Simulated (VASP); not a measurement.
# BaO in VASP: further runs, part 2 of 2

VASP 6.6.1.

## Step 3: Single point, r2SCAN

This run uses another cell than the first one, of 21.73 Å³/atom.

POSCAR reads:

```
BaO
1.0
    0.0000000000      2.7719946919      2.7719946919
    2.8274345857      0.0000000000      2.7719946919
    2.8274345857      2.7719946919      0.0000000000
Ba O
1 1
Direct
    0.5000000000      0.5000000000      0.5000000000
    0.0000000000      0.0000000000      0.0000000000
```

INCAR.step1 reads:

```
SYSTEM = BaO
  ALGO = Normal
  EDIFF = 1E-5
  ENCUT = 1480
  GGA = PE
  GGA_COMPAT = .False.
  ISMEAR = 0
  LASPH = .True.
  LCHARG = .False.
  LREAL = .False.
  LWAVE = .True.
  NBANDS = 15
  NELM = 120
  PREC = Accurate
  SIGMA = 0.05
```

INCAR.step2 reads:

```
SYSTEM = BaO
  ALGO = Normal
  EDIFF = 1E-6
  ENCUT = 1480
  GGA_COMPAT = .False.
  ISIF = 2
  ISMEAR = 0
  ISTART = 1
  LASPH = .True.
  LCHARG = .False.
  LMIXTAU = .True.
  LREAL = .False.
  LWAVE = .False.
  METAGGA = R2SCAN
  NBANDS = 15
  NELM = 120
  PREC = Accurate
  SIGMA = 0.05
```

KPOINTS reads:

```
k-points
0
Gamma
  8 8 8
  0 0 0
```

Potentials or basis: VASP PAW PBE potentials, release 64 (Ba_sv, O_h).

The run is started by

```sh
cat potpaw_PBE.64/Ba_sv/POTCAR potpaw_PBE.64/O_h/POTCAR > POTCAR
cp INCAR.step1 INCAR
mpirun -np 1 vasp_std > vasp.out
cp INCAR.step2 INCAR
mpirun -np 1 vasp_std > vasp.out
```

OUTCAR:

```text
SYSTEM = BaO
   EDIFF = 1E-6
   ENCUT = 1480
   ISIF = 2
   ISMEAR = 0
   ISTART = 1
   LASPH = .True.
   LREAL = .False.
   METAGGA = R2SCAN
   NELM = 120
   PREC = Accurate

 ion  position               nearest neighbor table
   1  0.500  0.500  0.500-   2 2.77   2 2.77   2 2.77   2 2.77   2 2.83   2 2.83
   2  0.000  0.000  0.000-   1 2.77   1 2.77   1 2.77   1 2.77   1 2.83   1 2.83

  LATTYP: Found a body centered tetragonal cell.
 ALAT       =     3.9201924881
 C/A-ratio  =     1.4424978336

  Lattice vectors:

 A1 = (   2.8274345857,   0.0000000000,   2.7719946919)
 A2 = (   2.8274345857,   0.0000000000,  -2.7719946919)
 A3 = (  -2.8274345857,   2.7719946919,   0.0000000000)

Analysis of symmetry for initial positions (statically):
=====================================================================
 Subroutine PRICEL returns:
 Original cell was already a primitive cell.

 Routine SETGRP: Setting up the symmetry group for a
 body centered tetragonal supercell.

 Subroutine GETGRP returns: Found 16 space group operations
 (whereof 16 operations were pure point group operations)
 out of a pool of 16 trial point group operations.

The static configuration has the point symmetry D_4h.

Analysis of symmetry for dynamics (positions and initial velocities):
=====================================================================
 Subroutine PRICEL returns:
 Original cell was already a primitive cell.

 Routine SETGRP: Setting up the symmetry group for a
 body centered tetragonal supercell.

 Subroutine GETGRP returns: Found 16 space group operations
 (whereof 16 operations were pure point group operations)
 out of a pool of 16 trial point group operations.

The dynamic configuration has the point symmetry D_4h.

 Subroutine INISYM returns: Found 16 space group operations
 (whereof 16 operations are pure point group operations),
 and found     1 'primitive' translations

----------------------------------------------------------------------------------------

                                     Primitive cell

  volume of cell :      43.4518

  direct lattice vectors                    reciprocal lattice vectors
     0.000000000  2.771994692  2.771994692    -0.176838751  0.180375526  0.180375526
     2.827434586  0.000000000  2.771994692     0.176838751 -0.180375526  0.180375526
     2.827434586  2.771994692  0.000000000     0.176838751  0.180375526 -0.180375526

  length of vectors
     3.920192488  3.959588477  3.959588477     0.310391051  0.310391051  0.310391051

  position of ions in fractional coordinates (direct lattice)
     0.500000000  0.500000000  0.500000000
     0.000000000  0.000000000  0.000000000

  ion indices of the primitive-cell ions
   primitive index   ion index
                 1           1
                 2           2

----------------------------------------------------------------------------------------

 KPOINTS: k-points

Automatic generation of k-mesh.
 Grid dimensions read from file:
 generate k-points for:    8    8    8

 Generating k-lattice:

  Cartesian coordinates                     Fractional coordinates (reciprocal lattice)
    -0.022104844  0.022546941  0.022546941     0.125000000  0.000000000  0.000000000
     0.022104844 -0.022546941  0.022546941     0.000000000  0.125000000  0.000000000
[... 43 lines left out ...]
   dimension x,y,z NGX =    50 NGY =   50 NGZ =   50
   dimension x,y,z NGXF=   100 NGYF=  100 NGZF=  100
   ions per type =               1   1
   NGX,Y,Z   is equivalent  to a cutoff of  21.20, 20.99, 20.99 a.u.
   NGXF,Y,Z  is equivalent  to a cutoff of  42.41, 41.99, 41.99 a.u.
 SYSTEM =  BaO
   PREC   = accura    normal or accurate (medium, high low for compatibility)
   ISTART =      1    job   : 0-new  1-cont  2-samecut
   ICHARG =      0    charge: 1-file 2-atom 10-const
   ISPIN  =      1    spin polarized calculation?
   LNONCOLLINEAR =      F non collinear calculations
   LSORBIT =      F    spin-orbit coupling
   LASPH  =      T    aspherical Exc in radial PAW
   ENCUT  = 1480.0 eV 108.78 Ry   10.43 a.u.  12.30 12.42 12.42*2*pi/ulx,y,z
   NELM   =    120;   NELMIN=  2; NELMDL=  0     # of ELM steps
   EDIFF  = 0.1E-05   stopping-criterion for ELM
   LREAL  =      F    real-space projection
   EDIFFG = 0.1E-04   stopping-criterion for IOM
   NSW    =      0    number of steps for IOM
   IBRION =     -1    ionic relax: 0-MD 1-quasi-New 2-CG
   NFREE  =      0    steps in history (QN), initial steepest desc. (CG)
   ISIF   =      2    stress and relaxation
   ISYM   =      2    0-nonsym 1-usesym 2-fastsym
   POTIM  = 0.5000    time-step for ionic-motion
   TEBEG  =    0.0;   TEEND  =   0.0 temperature during run
   PSTRESS=    0.0 pullay stress
   NELECT =      16.0000    total number of electrons
   NUPDOWN=      -1.0000    fix difference up-down
   EMIN   =  10.00;   EMAX   =-10.00  energy-range for DOS
   EFERMI =   0.00;   METHOD = LEGACY
   ISMEAR =     0;   SIGMA  =   0.05  broadening in eV -4-tet -1-fermi 0-gaus
   EFERMI_NEDOS =   21; number of points for ismear=-14 and -15
   IALGO  =     38    algorithm
   IMIX   =      4    mixing-type and parameters
     AMIX     =   0.40;   BMIX     =  1.00
     AMIX_MAG =   1.60;   BMIX_MAG =  1.00
  volume/ion in A,a.u.               =      21.73       146.61
  Fermi-wavevector in a.u.,A,eV,Ry     =   1.173399  2.217403 18.733388  1.376865
  Thomas-Fermi vector in A             =   2.309813
   LORBIT       =      0    0 simple, 1 ext, 2 COOP (PROOUT), +10 PAW based schemes
   METAGGA = R2SCAN    functional components
   LHFCALC =     F    Hartree Fock is set to
   AEXX    =    0.0000 exact exchange contribution
   IVDW    =     0    specifies the selected vdW correction
   LEPSILON=     F    determine dielectric tensor
   LRPA    =     F    only Hartree local field effects (RPA)
 non-spin polarized calculation
 Gauss-broadening in eV      SIGMA  =   0.05
  energy-cutoff  :     1480.00
  volume of cell :       43.45
 maximum number of plane-waves:      5673
 NGX is ok and might be reduce to    50
   NGX = 25   NGY = 25   NGZ = 25

 number of electron      16.0000000 magnetization

 Free energy of the ion-electron system (eV)
  ---------------------------------------------------
  ext. energy  EPLUGINS =         0.00000000
  ---------------------------------------------------
  free energy    TOTEN  =       -37.83537679 eV

  energy without entropy =      -37.83537679  energy(sigma->0) =      -37.83537679

 E-fermi :   2.0518     XC(G=0): -10.0551

 val. band max:        1.7102131357   @ k =   0.5000   0.5000   0.0000
 cond. band min:       4.0345224070   @ k =   0.5000   0.5000   0.0000
 fundamental gap:      2.3243092712
 Fermi energy:         2.0518190708

 k-point     1 :       0.0000    0.0000    0.0000
  band No.  band energies     occupation
      1     -25.0038      2.00000
      2     -14.2457      2.00000
      3      -9.1398      2.00000
      4      -9.1230      2.00000
      5      -9.1230      2.00000
      6       1.3016      2.00000
      7       1.3868      2.00000
      8       1.3868      2.00000
      9       5.6861      0.00000
     10       6.7192      0.00000
     11       6.8555      0.00000
     12       6.8555      0.00000
     13       9.0661      0.00000
     14       9.3399      0.00000
[... 401 lines left out ...]
      2     -14.6693      2.00000
      3      -9.4798      2.00000
      4      -9.2254      2.00000
      5      -9.1424      2.00000
      6       0.1805      2.00000
      7       0.4498      2.00000
      8       1.0151      2.00000
      9       6.4940      0.00000
     10       7.9110      0.00000
     11       8.1101      0.00000
     12       8.9448      0.00000
     13      11.3254      0.00000
     14      11.4288      0.00000
     15      16.1195      0.00000

 [... further k-points ...]

------------------------ aborting loop because EDIFF is reached ----------------------------------------

  FORCE on cell =-STRESS in cart. coord.  units (eV):
  Direction    XX          YY          ZZ          XY          YZ          ZX
  --------------------------------------------------------------------------------------
  -------------------------------------------------------------------------------------
  Total       -0.2748753      0.1972986      0.1972986      0.0000000      0.0000000      0.0000000
  in kB      -10.1353545      7.2749028      7.2749028      0.0000000      0.0000000      0.0000000
  external PRESSURE =       1.4714837 kB  Pullay stress =       0.0000000 kB

 VOLUME and BASIS-vectors are now :
 -----------------------------------------------------------------------------
  energy-cutoff  :     1480.00
  volume of cell :       43.45
      direct lattice vectors                 reciprocal lattice vectors
     0.000000000  2.771994692  2.771994692    -0.176838751  0.180375526  0.180375526
     2.827434586  0.000000000  2.771994692     0.176838751 -0.180375526  0.180375526
     2.827434586  2.771994692  0.000000000     0.176838751  0.180375526 -0.180375526

 POSITION                                       TOTAL-FORCE (eV/Angst)
 -----------------------------------------------------------------------------------
      2.82743      2.77199      2.77199        -0.000000      0.000000      0.000000
      0.00000      0.00000      0.00000         0.000000      0.000000     -0.000000
 -----------------------------------------------------------------------------------
    total drift:                                0.000000     -0.000000     -0.000000

  FREE ENERGIE OF THE ION-ELECTRON SYSTEM (eV)
  ---------------------------------------------------
  free  energy   TOTEN  =       -37.8353767875 eV

  energy  without entropy=      -37.8353767875  energy(sigma->0) =      -37.83537679
```

Run time: 11 min. Hardware: 1 thread of Intel Xeon Platinum 8259CL at 2.50GHz (Skylake/Cascade Lake), shared host; peak memory 0.52 GiB.

What came out:

| Property | Result |
| --- | --- |
| Free energy | -37.8354 eV |
| Pressure | 0.1 GPa |
| Band gap on the k mesh | 2.32 eV |

Caveat: the PAW data sets were made with another functional, which shifts forces and pressure a little; spin-orbit coupling is left out, which moves the levels of the heavy elements.
